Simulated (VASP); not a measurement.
Wanted: the native input for a VASP 6.6.1 run.

```yaml
Task: single point
Functional: PBEsol
Potentials_or_basis: VASP PAW PBE potentials, release 64 (In_d, As, Ga_d)
Cutoff: 500 eV
k_mesh: 1 × 1 × 1, shifted
Occupations: fermi-dirac, width 0.05 eV
Spin: no spin polarisation
Dipole_correction: no
Further_INCAR_settings: LREAL = Auto; ALGO = Normal; EDIFF = 1e-06; NBANDS = 326; ISYM = -1
```

The structure of In7GaAs8 lies in POSCAR:

```
In7GaAs8
1.0
   12.0669229275      0.0000000000      0.0000000000
    0.0000000000     12.0669229275      0.0000000000
    0.0000000000      0.0000000000     12.0669229275
In As Ga
28 32 4
Direct
    0.0002810000      0.0024320000      0.9980500000
    0.9986590000      0.0054750000      0.5028980000
    0.0000400000      0.4984520000      0.9976560000
    0.9980740000      0.4968570000      0.5018060000
    0.5007200000      0.0013460000      0.9997080000
    0.5021880000      0.0023680000      0.5008550000
    0.4996630000      0.5005350000      0.0000730000
    0.5022490000      0.4987380000      0.5003420000
    0.2478530000      0.2523190000      0.9994820000
    0.2477700000      0.2532370000      0.4999530000
    0.2503710000      0.7477180000      0.0023670000
    0.2508400000      0.7480780000      0.4973390000
    0.7524590000      0.2532750000      0.9955910000
    0.7504860000      0.7477320000      0.9974730000
    0.7499840000      0.7481210000      0.5023620000
    0.2504810000      0.0002650000      0.2501660000
    0.2482430000      0.0024040000      0.7502560000
    0.2470870000      0.4973410000      0.7501950000
    0.7508880000      0.0028690000      0.2515150000
    0.7530700000      0.0050280000      0.7481140000
    0.7504350000      0.4978490000      0.2527600000
    0.0005450000      0.2527540000      0.2531630000
    0.0029480000      0.7486220000      0.2500010000
    0.9980550000      0.7474830000      0.7502320000
    0.5005260000      0.2526560000      0.2522470000
    0.5050850000      0.2525640000      0.7481090000
    0.4986500000      0.7478590000      0.2505540000
    0.5033090000      0.7482000000      0.7500060000
    0.1240080000      0.1258700000      0.1263930000
    0.1185530000      0.1345780000      0.6311720000
    0.1304560000      0.6170130000      0.1297230000
    0.1245400000      0.6243590000      0.6241770000
    0.6260720000      0.1285310000      0.1230960000
    0.6325580000      0.1321710000      0.6184620000
    0.6259630000      0.6237260000      0.1261120000
    0.6324170000      0.6168960000      0.6311100000
    0.3697760000      0.3808080000      0.1302340000
    0.3753590000      0.3753480000      0.6253010000
    0.3758500000      0.8752580000      0.1248420000
    0.3757910000      0.8747670000      0.6246670000
    0.8755130000      0.3753670000      0.1253330000
    0.8696520000      0.3690620000      0.6291280000
    0.8758770000      0.8748610000      0.1239260000
    0.8754600000      0.8752280000      0.6251290000
    0.3739500000      0.1258990000      0.3763900000
    0.3770030000      0.1282710000      0.8741210000
    0.3704950000      0.6165830000      0.3691280000
    0.3737300000      0.6241020000      0.8736830000
    0.8698390000      0.1340010000      0.3822590000
    0.8819970000      0.1322600000      0.8685890000
    0.8755840000      0.6248250000      0.3757430000
    0.8687060000      0.6163260000      0.8675830000
    0.1307760000      0.3831020000      0.3695700000
    0.1162830000      0.3676500000      0.8669710000
    0.1237390000      0.8778270000      0.3770100000
    0.1245320000      0.8728070000      0.8757120000
    0.6326910000      0.3687670000      0.3831690000
    0.6305920000      0.3826570000      0.8695380000
    0.6248350000      0.8737550000      0.3755240000
    0.6273490000      0.8777610000      0.8734320000
    0.7520820000      0.2518320000      0.5030640000
    0.2503580000      0.4994600000      0.2491260000
    0.7516830000      0.4949480000      0.7478290000
    0.9951420000      0.2518650000      0.7471680000
```

The input as run:

INCAR

```
SYSTEM = In7GaAs8
PREC = Accurate ; ENCUT = 500
EDIFF = 1E-6 ; ISMEAR = -1
SIGMA = 0.05 ; LREAL = Auto
LASPH = .TRUE. ; NELM = 120
ALGO = Normal ; ISIF = 2
LWAVE = .FALSE. ; LCHARG = .FALSE.
GGA = PS ; NBANDS = 326
ISYM = -1 ; GGA_COMPAT = .FALSE.
```

KPOINTS

```
explicit points
1
Reciprocal
  0.25000000   0.25000000   0.25000000 1
```

Potentials or basis: VASP PAW PBE potentials, release 64 (In_d, As, Ga_d).

Command:

```bash
$ cat potpaw_PBE.64/In_d/POTCAR potpaw_PBE.64/As/POTCAR potpaw_PBE.64/Ga_d/POTCAR > POTCAR
$ mpirun -np 1 vasp_std > vasp.out
```

Results of the run:

| Item | Value |
| --- | --- |
| Pressure | 0.1 GPa |
| Largest force | 0.041 eV/Å |
| Band gap on the k mesh | 1.05 eV |

Caveat: the PAW data sets were made with another functional, which shifts forces and pressure a little; spin-orbit coupling is left out, which moves the levels of the heavy elements; a shifted mesh leaves out Γ, where band edges can lie.

Wall time 45 min on 1 thread of Intel Xeon 8259CL, with other jobs on the host, peak memory 1.5 GiB.
